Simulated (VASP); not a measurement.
The system is BaZrO3.

```xyz
5
Lattice="4.1632 0.0000 0.0000 0.0000 4.1632 0.0000 0.0000 0.0000 4.1632" Properties=species:S:1:pos:R:3 pbc="T T T"
Ba    0.0000    0.0000    0.0000
Zr    2.0816    2.0816    2.0816
O     2.0816    2.0816    0.0000
O     2.0816    0.0000    2.0816
O     0.0000    2.0816    2.0816
```

Base run:

```yaml
Program: VASP 6.6.1
Functional: PBE
Potentials_or_basis: VASP PAW PBE potentials, release 64 (Ba_sv, Zr_sv, O_h)
Cutoff: 910 eV
k_mesh: 6 × 6 × 6
Occupations: fermi-dirac, width 0.05 eV
Spin: no spin polarisation
```

Its results: band gap on the k mesh 3.24 eV, indirect (least direct gap 3.43 eV); pressure 8.5 GPa.

**Question.** After a change of settings the same cell gave: band gap on the k mesh 3.11 eV, indirect (least direct gap 3.30 eV); pressure -0.5 GPa. Which change was it?
A. functional from PBE to LDA; potentials or basis from VASP PAW PBE potentials, release 64 (Ba_sv, Zr_sv, O_h) to VASP PAW LDA potentials, release 64 (Ba_sv, Zr_sv, O); cutoff from 910 eV to 520 eV
B. potentials or basis from VASP PAW PBE potentials, release 64 (Ba_sv, Zr_sv, O_h) to VASP PAW PBE potentials, release 64 (Ba_sv, Zr_sv, O); cutoff from 910 eV to 520 eV
C. functional from PBE to r2SCAN; potentials or basis from VASP PAW PBE potentials, release 64 (Ba_sv, Zr_sv, O_h) to VASP PAW PBE potentials, release 64 (Ba_sv, Zr_sv, O); cutoff from 910 eV to 520 eV

**Answer.** A.

Caveats: spin-orbit coupling is left out, which moves the levels of the heavy elements; the cutoff is under 1.25 times the usual one of these potentials, so pressure, stress and relaxed cells hold a basis-set (Pulay) error (some runs).
